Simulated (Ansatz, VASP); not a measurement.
# Two plane-wave programs on PbF2

```
CELL_PARAMETERS angstrom
0.00000 3.13517 2.66490
3.13517 0.00000 2.66490
3.13517 3.13517 0.00000
ATOMIC_POSITIONS crystal
Pb 0.00000 0.00000 0.00000
F 0.25000 0.25000 0.25000
F 0.75000 0.75000 0.75000
```

Alike in both runs: task single point; functional PBEsol; k mesh 8 × 8 × 8; occupations gaussian, width 0.05 eV; no spin polarisation.

|  | VASP | Ansatz |
| --- | --- | --- |
| version | VASP 6.6.1 | Ansatz 0.2.0 |
| potentials or method | VASP PAW PBE potentials, release 64 (Pb_d, F), cutoff 520 eV | scalar-relativistic, plane waves, PAW |
| valence electrons in the cell | 28 | 28 |

VASP gave:

```
gap on the k mesh at the Fermi level (eV)                     : 3.70
least direct gap on the mesh (eV)                             : 4.16
pressure (GPa)                                                : -2.3
traceless stress, the component that is largest in VASP (GPa) : 6.28
```

Task: Which values does Ansatz return?

Result: gap on the k mesh at the Fermi level (eV): 3.70; least direct gap on the mesh (eV): 4.16; pressure (GPa): -2.1; traceless stress, the component that is largest in VASP (GPa): 6.29.

VASP's potentials were made for PBE, not for PBEsol. The functional is the same, so the differences come from potentials, cutoffs and numerics.

Neither program's run includes spin-orbit coupling.
